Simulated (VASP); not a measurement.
# PbS: single point with PBE

PbS:

```xyz
2
Lattice="4.0897 0.0000 0.0000 -2.0448 3.5418 0.0000 0.0000 0.0000 3.7882" Properties=species:S:1:pos:R:3 pbc="T T T"
Pb    0.0000    0.0000    0.0000
S     2.0448    1.1806    1.8941
```

```json
{
 "Program": "VASP 6.6.1",
 "Task": "single point",
 "Functional": "PBE",
 "Potentials or basis": "VASP PAW PBE potentials, release 64 (Pb_d, S)",
 "Cutoff": "520 eV",
 "k mesh": "5 × 5 × 4",
 "Occupations": "fermi-dirac, width 0.03 eV",
 "Spin": "no spin polarisation",
 "Dipole correction": "no",
 "Further INCAR settings": "ALGO = Normal; EDIFF = 1e-06; NBANDS = 17"
}
```

```
Pressure               : -0.1 GPa
Band gap on the k mesh : 0.15 eV, indirect (least direct gap 0.88 eV)
```

Stress tensor (GPa, compression positive):
```
-0.37  0.00  0.00
 0.00 -0.37  0.00
 0.00  0.00  0.48
```

Levels at points of the mesh, in eV from the valence-band top:
| k point | band 6 | band 7 | band 8 | band 9 | band 10 | band 11 | band 12 | band 13 | band 14 | band 15 |
| --- | --- | --- | --- | --- | --- | --- | --- | --- | --- | --- |
| (0.00, 0.00, 0.00) | -13.17 | -6.47 | -2.17 | -1.69 | -1.69 | 3.44 | 3.44 | 5.26 | 6.49 | 7.05 |
| (0.00, 0.00, 0.50) | -12.06 | -8.98 | -1.11 | -1.11 | 0.00 | 0.88 | 3.85 | 3.85 | 8.21 | 8.21 |

Run time: 12 s on 1 thread of Intel(R) Xeon(R) Platinum 8488C (Sapphire Rapids), on a shared host, peak memory 0.17 GiB.

Caveat: spin-orbit coupling is left out, which moves the levels of the heavy elements. A k mesh can miss the band edges.
